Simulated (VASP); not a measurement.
# Lu (Im-3m) in VASP: a series of runs

The runs below take Lu through single point, with r2SCAN.

Program: VASP 6.6.1. These are calculated values, not measurements. Logs are shortened: lines on timing, memory, paths and dates and some standing lists are left out, and cuts for length are marked.

## (1) The cell of the first run

It takes space group Im-3m (No. 229, cubic). The conventional cell has a = 3.873 Å, b = 3.873 Å, c = 3.873 Å, α = 90.00°, β = 90.00°, γ = 90.00°. Lu (site symmetry m-3m) has 14 Lu at 3.35 to 3.87 Å within 4.4 Å.

## (2) Single point, r2SCAN

POSCAR

```
Lu
1.0
    1.9364134107      1.9364134107      1.9364134107
   -1.9364134107      1.9364134107      1.9364134107
   -1.9364134107     -1.9364134107      1.9364134107
Lu
1
Direct
    0.0000000000      0.0000000000      0.0000000000
```

INCAR.step1

```
PREC = Accurate
ENCUT = 520
ISMEAR = 1
SIGMA = 0.1
LREAL = F
LASPH = T
NELM = 60
NBANDS = 18
GGA = PE
ALGO = Normal
EDIFF = 1E-4
LWAVE = T
LCHARG = F
```

INCAR.step2

```
PREC = Accurate
ENCUT = 520
EDIFF = 1E-7
ISMEAR = 1
SIGMA = 0.1
LREAL = F
LASPH = T
NELM = 60
ALGO = Normal
ISIF = 2
LWAVE = F
LCHARG = F
METAGGA = R2SCAN
LMIXTAU = T
NBANDS = 18
ISTART = 1
```

KPOINTS

```
Automatic mesh
0
Gamma
  8 8 8
```

Potentials or basis: VASP PAW PBE potentials, release 64 (Lu).

The run is started by

```sh
$ cat potpaw_PBE.64/Lu/POTCAR > POTCAR
$ cp INCAR.step1 INCAR
$ mpirun -np 1 vasp_std > vasp.out
$ cp INCAR.step2 INCAR
$ mpirun -np 1 vasp_std > vasp.out
```

OUTCAR:

```text
PREC = Accurate
   ENCUT = 520
   EDIFF = 1E-7
   ISMEAR = 1
   LREAL = F
   LASPH = T
   NELM = 60
   ISIF = 2
   METAGGA = R2SCAN
   ISTART = 1

 ion  position               nearest neighbor table
   1  0.000  0.000  0.000-

  LATTYP: Found a body centered cubic cell.
 ALAT       =     3.8728268214

  Lattice vectors:

 A1 = (   1.9364134107,  -1.9364134107,  -1.9364134107)
 A2 = (   1.9364134107,   1.9364134107,   1.9364134107)
 A3 = (  -1.9364134107,  -1.9364134107,   1.9364134107)

Analysis of symmetry for initial positions (statically):
=====================================================================
 Subroutine PRICEL returns:
 Original cell was already a primitive cell.

 Routine SETGRP: Setting up the symmetry group for a
 body centered cubic supercell.

 Subroutine GETGRP returns: Found 48 space group operations
 (whereof 48 operations were pure point group operations)
 out of a pool of 48 trial point group operations.

The static configuration has the point symmetry O_h .

Analysis of symmetry for dynamics (positions and initial velocities):
=====================================================================
 Subroutine PRICEL returns:
 Original cell was already a primitive cell.

 Routine SETGRP: Setting up the symmetry group for a
 body centered cubic supercell.

 Subroutine GETGRP returns: Found 48 space group operations
 (whereof 48 operations were pure point group operations)
 out of a pool of 48 trial point group operations.

The dynamic configuration has the point symmetry O_h .

 Subroutine INISYM returns: Found 48 space group operations
 (whereof 48 operations are pure point group operations),
 and found     1 'primitive' translations

----------------------------------------------------------------------------------------

                                     Primitive cell

  volume of cell :      29.0439

  direct lattice vectors                    reciprocal lattice vectors
     1.936413411  1.936413411  1.936413411     0.258209325  0.000000000  0.258209325
    -1.936413411  1.936413411  1.936413411    -0.258209325  0.258209325  0.000000000
    -1.936413411 -1.936413411  1.936413411     0.000000000 -0.258209325  0.258209325

  length of vectors
     3.353966412  3.353966412  3.353966412     0.365163130  0.365163130  0.365163130

  position of ions in fractional coordinates (direct lattice)
     0.000000000  0.000000000  0.000000000

  ion indices of the primitive-cell ions
   primitive index   ion index
                 1           1

----------------------------------------------------------------------------------------

 KPOINTS: Automatic mesh

Automatic generation of k-mesh.
 Grid dimensions read from file:
 generate k-points for:    8    8    8

 Generating k-lattice:

  Cartesian coordinates                     Fractional coordinates (reciprocal lattice)
     0.032276166  0.000000000  0.032276166     0.125000000  0.000000000  0.000000000
    -0.032276166  0.032276166  0.000000000     0.000000000  0.125000000  0.000000000
     0.000000000 -0.032276166  0.032276166     0.000000000  0.000000000  0.125000000

  Length of vectors
     0.045645391  0.045645391  0.045645391

  Shift w.r.t. Gamma in fractional coordinates (k-lattice)
     0.000000000  0.000000000  0.000000000

 Subroutine IBZKPT returns following result:
 ===========================================

 Found     29 irreducible k-points:

 Following reciprocal coordinates:
            Coordinates               Weight
  0.000000  0.000000  0.000000      1.000000
  0.125000  0.000000  0.000000     12.000000
  0.250000  0.000000  0.000000     12.000000
  0.375000  0.000000  0.000000     12.000000
  0.500000  0.000000  0.000000      6.000000
  0.250000  0.125000  0.000000     24.000000
[... 16 lines left out ...]
  0.375000  0.250000  0.250000     24.000000
  0.500000  0.250000  0.250000     12.000000
 [... further k-points ...]
   k-points           NKPTS =     29   k-points in BZ     NKDIM =     29   number of bands    NBANDS=     18
   number of dos      NEDOS =    301   number of ions     NIONS =      1
   total plane-waves  NPLWV =  21952
   dimension x,y,z NGX =    28 NGY =   28 NGZ =   28
   dimension x,y,z NGXF=    56 NGYF=   56 NGZF=   56
   ions per type =               1
   NGX,Y,Z   is equivalent  to a cutoff of  13.88, 13.88, 13.88 a.u.
   NGXF,Y,Z  is equivalent  to a cutoff of  27.76, 27.76, 27.76 a.u.
 SYSTEM =  unknown system
   PREC   = accura    normal or accurate (medium, high low for compatibility)
   ISTART =      1    job   : 0-new  1-cont  2-samecut
   ICHARG =      0    charge: 1-file 2-atom 10-const
   ISPIN  =      1    spin polarized calculation?
   LNONCOLLINEAR =      F non collinear calculations
   LSORBIT =      F    spin-orbit coupling
   LASPH  =      T    aspherical Exc in radial PAW
   ENCUT  =  520.0 eV  38.22 Ry    6.18 a.u.   6.24  6.24  6.24*2*pi/ulx,y,z
   NELM   =     60;   NELMIN=  2; NELMDL=  0     # of ELM steps
   EDIFF  = 0.1E-06   stopping-criterion for ELM
   LREAL  =      F    real-space projection
   EDIFFG = 0.1E-05   stopping-criterion for IOM
   NSW    =      0    number of steps for IOM
   IBRION =     -1    ionic relax: 0-MD 1-quasi-New 2-CG
   NFREE  =      0    steps in history (QN), initial steepest desc. (CG)
   ISIF   =      2    stress and relaxation
   ISYM   =      2    0-nonsym 1-usesym 2-fastsym
   POTIM  = 0.5000    time-step for ionic-motion
   TEBEG  =    0.0;   TEEND  =   0.0 temperature during run
   PSTRESS=    0.0 pullay stress
   NELECT =      25.0000    total number of electrons
   NUPDOWN=      -1.0000    fix difference up-down
   EMIN   =  10.00;   EMAX   =-10.00  energy-range for DOS
   EFERMI =   0.00;   METHOD = LEGACY
   ISMEAR =     1;   SIGMA  =   0.10  broadening in eV -4-tet -1-fermi 0-gaus
   EFERMI_NEDOS =   21; number of points for ismear=-14 and -15
   IALGO  =     38    algorithm
   IMIX   =      4    mixing-type and parameters
     AMIX     =   0.40;   BMIX     =  1.00
     AMIX_MAG =   1.60;   BMIX_MAG =  1.00
  volume/ion in A,a.u.               =      29.04       196.00
  Fermi-wavevector in a.u.,A,eV,Ry     =   1.557292  2.942855 32.996288  2.425159
  Thomas-Fermi vector in A             =   2.660964
   LORBIT       =      0    0 simple, 1 ext, 2 COOP (PROOUT), +10 PAW based schemes
[... 8 lines left out ...]
  energy-cutoff  :      520.00
  volume of cell :       29.04
 maximum number of plane-waves:       798
 NGX is ok and might be reduce to    28
   NGX = 13   NGY = 13   NGZ = 13

 number of electron      24.9999992 magnetization

 Free energy of the ion-electron system (eV)
  ---------------------------------------------------
  ext. energy  EPLUGINS =         0.00000000
  ---------------------------------------------------
  free energy    TOTEN  =       -37.94119548 eV

  energy without entropy =      -37.94194338  energy(sigma->0) =      -37.94144478

 E-fermi :   2.3626     XC(G=0): -11.6114

 val. band max:        2.3542635595   @ k =  -0.3750   0.3750   0.1250
 cond. band min:       2.3687603432   @ k =   0.1250  -0.3750   0.1250
 fundamental gap:      0.0144967838
 Fermi energy:         2.3626356267

 k-point     1 :       0.0000    0.0000    0.0000
  band No.  band energies     occupation
      1     -55.7746      2.00000
      2     -25.5284      2.00000
      3     -25.5284      2.00000
      4     -25.5284      2.00000
      5      -4.0954      2.00000
      6      -3.0267      2.00000
[... 10 lines left out ...]
     17       6.9921      0.00000
     18      14.5003      0.00000

 k-point     2 :       0.1250    0.0000    0.0000
  band No.  band energies     occupation
      1     -55.7696      2.00000
      2     -25.6061      2.00000
      3     -25.5526      2.00000
      4     -25.5287      2.00000
      5      -3.6254      2.00000
      6      -3.0228      2.00000
[... 10 lines left out ...]
     17       6.9932      0.00000
     18      14.8963      0.00000

 k-point     3 :       0.2500    0.0000    0.0000
  band No.  band energies     occupation
      1     -55.7574      2.00000
      2     -25.7886      2.00000
      3     -25.6105      2.00000
      4     -25.5296      2.00000
      5      -3.0167      2.00000
      6      -2.9986      2.00000
[... 10 lines left out ...]
     17       7.1249      0.00000
     18      14.4144      0.00000

 k-point     4 :       0.3750    0.0000    0.0000
  band No.  band energies     occupation
      1     -55.7452      2.00000
      2     -25.9641      2.00000
      3     -25.6678      2.00000
      4     -25.5305      2.00000
      5      -3.0165      2.00000
      6      -2.9911      2.00000
[... 10 lines left out ...]
     17       8.5462      0.00000
     18      12.4867      0.00000

 k-point     5 :       0.5000    0.0000    0.0000
  band No.  band energies     occupation
      1     -55.7401      2.00000
      2     -26.0350      2.00000
      3     -25.6913      2.00000
      4     -25.5309      2.00000
      5      -3.0183      2.00000
      6      -3.0013      2.00000
[... 10 lines left out ...]
     17       9.9111      0.00000
     18      11.4952      0.00000

 k-point     6 :       0.2500    0.1250    0.0000
  band No.  band energies     occupation
      1     -55.7610      2.00000
      2     -25.7312      2.00000
      3     -25.5811      2.00000
      4     -25.5468      2.00000
      5      -3.0158      2.00000
      6      -3.0045      2.00000
[... 10 lines left out ...]
     17       7.2989      0.00000
     18      15.3012      0.00000

 k-point     7 :       0.3750    0.1250    0.0000
  band No.  band energies     occupation
      1     -55.7488      2.00000
      2     -25.8897      2.00000
      3     -25.6517      2.00000
      4     -25.5548      2.00000
      5      -3.0097      2.00000
      6      -2.9900      2.00000
[... 10 lines left out ...]
     17       7.8636      0.00000
     18      12.9852      0.00000

 k-point     8 :       0.5000    0.1250    0.0000
  band No.  band energies     occupation
      1     -55.7401      2.00000
      2     -25.9952      2.00000
      3     -25.7077      2.00000
      4     -25.5571      2.00000
      5      -3.0111      2.00000
      6      -3.0021      2.00000
[... 10 lines left out ...]
     17       9.7083      0.00000
     18      11.1823      0.00000
[... 229 lines left out ...]
     17       9.4996      0.00000
     18      11.1075      0.00000

 k-point    20 :       0.1250   -0.3750    0.1250
  band No.  band energies     occupation
      1     -55.7391      2.00000
      2     -25.9595      2.00000
      3     -25.7356      2.00000
      4     -25.6028      2.00000
      5      -3.0040      2.00000
      6      -2.9986      2.00000
[... 10 lines left out ...]
     17       9.4577      0.00000
     18      10.8001      0.00000

 k-point    21 :       0.2500   -0.3750    0.1250
  band No.  band energies     occupation
      1     -55.7386      2.00000
      2     -25.9002      2.00000
      3     -25.7678      2.00000
      4     -25.6472      2.00000
      5      -3.0030      2.00000
      6      -2.9828      2.00000
[... 10 lines left out ...]
     17       8.5129      0.00000
     18      11.3630      0.00000

 k-point    22 :       0.2500    0.2500    0.2500
  band No.  band energies     occupation
      1     -55.7423      2.00000
      2     -25.7979      2.00000
      3     -25.6996      2.00000
      4     -25.6995      2.00000
      5      -2.9983      2.00000
      6      -2.9844      2.00000
[... 10 lines left out ...]
     17       7.4883      0.00000
     18      13.5003      0.00000

 k-point    23 :       0.3750    0.2500    0.2500
  band No.  band energies     occupation
      1     -55.7316      2.00000
      2     -25.9043      2.00000
      3     -25.7615      2.00000
      4     -25.7144      2.00000
      5      -3.0071      2.00000
      6      -2.9929      2.00000
[... 10 lines left out ...]
     17       8.1306      0.00000
     18      12.9376      0.00000

 k-point    24 :       0.5000    0.2500    0.2500
  band No.  band energies     occupation
      1     -55.7271      2.00000
      2     -25.9583      2.00000
      3     -25.7869      2.00000
      4     -25.7093      2.00000
      5      -3.0162      2.00000
      6      -2.9952      2.00000
[... 10 lines left out ...]
     17       9.5474      0.00000
     18      10.9637      0.00000

 [... further k-points ...]
[... 5 lines left out ...]
  --------------------------------------------------------------------------------------
  -------------------------------------------------------------------------------------
  Total        0.1555360      0.1555360      0.1555360     -0.0000000     -0.0000000      0.0000000
  in kB        8.5800002      8.5800002      8.5800002     -0.0000000     -0.0000000      0.0000000
  external PRESSURE =       8.5800002 kB  Pullay stress =       0.0000000 kB

 VOLUME and BASIS-vectors are now :
 -----------------------------------------------------------------------------
  energy-cutoff  :      520.00
  volume of cell :       29.04
      direct lattice vectors                 reciprocal lattice vectors
     1.936413411  1.936413411  1.936413411     0.258209325  0.000000000  0.258209325
    -1.936413411  1.936413411  1.936413411    -0.258209325  0.258209325  0.000000000
    -1.936413411 -1.936413411  1.936413411     0.000000000 -0.258209325  0.258209325

 POSITION                                       TOTAL-FORCE (eV/Angst)
 -----------------------------------------------------------------------------------
      0.00000      0.00000      0.00000         0.000000     -0.000000     -0.000000
 -----------------------------------------------------------------------------------
    total drift:                                0.000000     -0.000000      0.000000

  FREE ENERGIE OF THE ION-ELECTRON SYSTEM (eV)
  ---------------------------------------------------
  free  energy   TOTEN  =       -37.9411954764 eV

  energy  without entropy=      -37.9419433776  energy(sigma->0) =      -37.94144478
```

Wall time 56 s (1 thread of AMD EPYC 9R45 (Zen 5), shared host); peak memory 0.15 GiB.

What came out:

* Free energy: -37.9412 eV
* Pressure: 0.9 GPa

Caveat: the PAW data sets were made with another functional, which shifts forces and pressure a little; spin-orbit coupling is left out, which moves the levels of the heavy elements.

## (3) Single point, r2SCAN

This run uses another cell than the first one, of 29.49 Å³/atom, 1.015 times its volume.

POSCAR

```
Lu
1.0
    1.9461934423      1.9461934423      1.9461934423
   -1.9461934423      1.9461934423      1.9461934423
   -1.9461934423     -1.9461934423      1.9461934423
Lu
1
Direct
    0.0000000000      0.0000000000      0.0000000000
```

INCAR.step1

```
SYSTEM = Lu
  PREC = Accurate
  ENCUT = 520
  ISMEAR = 1
  SIGMA = 0.1
  LREAL = .FALSE.
  LASPH = .TRUE.
  NELM = 100
  NBANDS = 18
  GGA = PE
  ALGO = Normal
  EDIFF = 1E-4
  LWAVE = .TRUE.
  LCHARG = .FALSE.
```

INCAR.step2

```
SYSTEM = Lu
  PREC = Accurate
  ENCUT = 520
  EDIFF = 1E-6
  ISMEAR = 1
  SIGMA = 0.1
  LREAL = .FALSE.
  LASPH = .TRUE.
  NELM = 100
  ALGO = Normal
  ISIF = 2
  LWAVE = .FALSE.
  LCHARG = .FALSE.
  METAGGA = R2SCAN
  LMIXTAU = .TRUE.
  NBANDS = 18
  ISTART = 1
```

KPOINTS

```
Automatic mesh
0
G
  8 8 8
  0 0 0
```

Potentials or basis: VASP PAW PBE potentials, release 64 (Lu).

The run is started by

```sh
$ cat potpaw_PBE.64/Lu/POTCAR > POTCAR
$ cp INCAR.step1 INCAR
$ mpirun -np 1 vasp_std > vasp.out
$ cp INCAR.step2 INCAR
$ mpirun -np 1 vasp_std > vasp.out
```

It took 55 s on 1 thread of AMD EPYC 9R45 (Zen 5), shared host; peak memory 0.15 GiB.

It converged, with:

```yaml
Free_energy: -37.9432 eV
Pressure: 0.2 GPa
```

Levels at points of the mesh, in eV from the Fermi level:
| k point | band 9 | band 10 | band 11 | band 12 | band 13 | band 14 | band 15 | band 16 |
| --- | --- | --- | --- | --- | --- | --- | --- | --- |
| (0.00, 0.00, 0.00) | -5.32 | -5.32 | -5.32 | -5.30 | 2.43 | 2.43 | 2.43 | 4.59 |
| (0.50, 0.00, 0.00) | -5.33 | -5.32 | -5.31 | -2.56 | 0.29 | 0.57 | 4.43 | 5.37 |
| (0.50, 0.50, 0.50) | -5.31 | -5.31 | -5.31 | -1.62 | -1.62 | 5.94 | 5.94 | 5.94 |

Caveat: the PAW data sets were made with another functional, which shifts forces and pressure a little; spin-orbit coupling is left out, which moves the levels of the heavy elements.

## (4) Single point, r2SCAN

This run uses another cell than the first one, of 29.49 Å³/atom, 1.015 times its volume.

POSCAR is that of step 3.

INCAR.step1

```
PREC = Accurate ; ENCUT = 520
ISMEAR = 1 ; SIGMA = 0.1
LREAL = False ; LASPH = True
NELM = 80 ; NBANDS = 18
GGA = PE ; ALGO = Normal
EDIFF = 1E-4 ; LWAVE = True
LCHARG = False
```

INCAR.step2

```
PREC = Accurate ; ENCUT = 520
EDIFF = 1E-6 ; ISMEAR = 1
SIGMA = 0.1 ; LREAL = False
LASPH = True ; NELM = 80
ALGO = Normal ; ISIF = 2
LWAVE = False ; LCHARG = True
METAGGA = R2SCAN ; LMIXTAU = True
LELF = True ; LVHAR = True
NBANDS = 18 ; ISTART = 1
```

KPOINTS

```
regular mesh
0
Gamma
  8 8 8
```

The run is started by

```sh
$ cat potpaw_PBE.64/Lu/POTCAR > POTCAR
$ cp INCAR.step1 INCAR
$ mpirun -np 1 vasp_std > vasp.out
$ cp INCAR.step2 INCAR
$ mpirun -np 1 vasp_std > vasp.out
```

Wall time 52 s (1 thread of AMD EPYC 9R45 (Zen 5), shared host); peak memory 0.15 GiB.

The run converged. Its results:

```
Free energy : -37.9432 eV
Pressure    : 0.2 GPa
```

Levels at points of the mesh, in eV from the Fermi level:
| k point | band 10 | band 11 | band 12 | band 13 | band 14 | band 15 |
| --- | --- | --- | --- | --- | --- | --- |
| (0.00, 0.00, 0.00) | -5.32 | -5.32 | -5.30 | 2.43 | 2.43 | 2.43 |
| (0.50, 0.00, 0.00) | -5.32 | -5.31 | -2.56 | 0.29 | 0.57 | 4.43 |
| (0.50, 0.50, 0.50) | -5.31 | -5.31 | -1.62 | -1.62 | 5.94 | 5.94 |

Caveat: the PAW data sets were made with another functional, which shifts forces and pressure a little; spin-orbit coupling is left out, which moves the levels of the heavy elements.

## (5) Single point, r2SCAN

This run uses another cell than the first one, of 29.93 Å³/atom, 1.030 times its volume.

POSCAR

```
Lu
1.0
    1.9558761562      1.9558761562      1.9558761562
   -1.9558761562      1.9558761562      1.9558761562
   -1.9558761562     -1.9558761562      1.9558761562
Lu
1
Direct
    0.0000000000      0.0000000000      0.0000000000
```

INCAR.step1

```
PREC = Accurate
ENCUT = 520
ISMEAR = 1
SIGMA = 0.1
LREAL = False
LASPH = True
NELM = 80
NBANDS = 18
GGA = PE
ALGO = Normal
EDIFF = 1E-4
LWAVE = True
LCHARG = False
```

INCAR.step2

```
PREC = Accurate
ENCUT = 520
EDIFF = 1E-6
ISMEAR = 1
SIGMA = 0.1
LREAL = False
LASPH = True
NELM = 80
ALGO = Normal
ISIF = 2
LWAVE = False
LCHARG = False
METAGGA = R2SCAN
LMIXTAU = True
NBANDS = 18
ISTART = 1
```

KPOINTS is that of step 4.

The run is started by

```sh
$ cat potpaw_PBE.64/Lu/POTCAR > POTCAR
$ cp INCAR.step1 INCAR
$ mpirun -np 1 vasp_std > vasp.out
$ cp INCAR.step2 INCAR
$ mpirun -np 1 vasp_std > vasp.out
```

Run time: 50 s. Hardware: 1 thread of AMD EPYC 9R45 (Zen 5), shared host; peak memory 0.15 GiB.

It converged, with:

| Quantity | Value |
| --- | --- |
| Free energy | -37.9435 eV |
| Pressure | -0.4 GPa |

Levels at points of the mesh, in eV from the Fermi level:
| k point | band 8 | band 9 | band 10 | band 11 | band 12 | band 13 | band 14 | band 15 | band 16 | band 17 |
| --- | --- | --- | --- | --- | --- | --- | --- | --- | --- | --- |
| (0.00, 0.00, 0.00) | -5.43 | -5.34 | -5.34 | -5.34 | -5.33 | 2.42 | 2.42 | 2.42 | 4.54 | 4.54 |
| (0.50, 0.00, 0.00) | -5.37 | -5.35 | -5.35 | -5.34 | -2.52 | 0.25 | 0.59 | 4.38 | 5.31 | 7.35 |
| (0.50, 0.50, 0.50) | -5.39 | -5.34 | -5.34 | -5.34 | -1.56 | -1.56 | 5.84 | 5.84 | 5.84 | 6.68 |

Caveat: the PAW data sets were made with another functional, which shifts forces and pressure a little; spin-orbit coupling is left out, which moves the levels of the heavy elements.

## (6) Summary

| cell | gap on the mesh (eV) | pressure (GPa) |
| --- | --- | --- |
| a = 3.354 Å, angles 70.5, 109.5, 70.5°, 1 atom | none | 0.9 |
| a = 3.371 Å, angles 70.5, 109.5, 70.5°, 1 atom | none | 0.2 |
| a = 3.388 Å, angles 70.5, 109.5, 70.5°, 1 atom | none | -0.4 |

Alike in all rows: task single point; level r2SCAN; potentials or basis VASP PAW PBE potentials, release 64 (Lu); no spin polarisation; k mesh 8 × 8 × 8; cutoff (eV) 520; smearing methfessel-paxton 0.1 eV.

Caveats: the PAW data sets were made with another functional, which shifts forces and pressure a little; spin-orbit coupling is left out, which moves the levels of the heavy elements.

Absolute energies hang on the potentials; compare differences alone.
